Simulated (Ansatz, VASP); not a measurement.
In6Te in VASP and in Ansatz

```
In Te
1.0
     9.33632    0.00000    0.00000
    -4.66816    8.08549    0.00000
     0.00000    0.00000    3.13355
In Te
6 1
Direct
  0.00000 0.33610 0.50000
  0.66390 0.66390 0.50000
  0.33610 0.00000 0.50000
  0.00000 0.66390 0.50000
  0.33610 0.33610 0.50000
  0.66390 0.00000 0.50000
  0.00000 0.00000 0.00000
```

Change from the starting cell: species swapped into the LiC6 type (P6/mmm, No. 191).

Alike in both runs: task relaxation of cell and atoms; functional PBE; k mesh 3 × 3 × 6; occupations gaussian, width 0.1 eV; no spin polarisation.

|  | VASP | Ansatz |
| --- | --- | --- |
| version | VASP 6.6.1 | Ansatz 0.2.0 |
| potentials or method | VASP PAW PBE potentials, release 64 (In_d, Te), cutoff 600 eV | scalar-relativistic, plane waves, PAW |
| valence electrons in the cell | 84 | 94 |

|  | VASP | Ansatz | Ansatz less VASP |
| --- | --- | --- | --- |
| gap on the k mesh at the Fermi level, each at its own relaxed structure (eV) | none | none | - |
| relaxed volume (Å³/atom) | 34.13 | 34.29 | +0.160 |
| relaxed length of the cell vector where the two differ most in proportion (Å) | 3.319 | 3.325 | +0.0060 |

A gap of «none» marks a metal or a gap that the smearing closes. VASP's potentials hold 84 valence electrons a cell and Ansatz's 94, so a difference there can come from the potentials and not from the codes.

Spin-orbit coupling is off throughout.
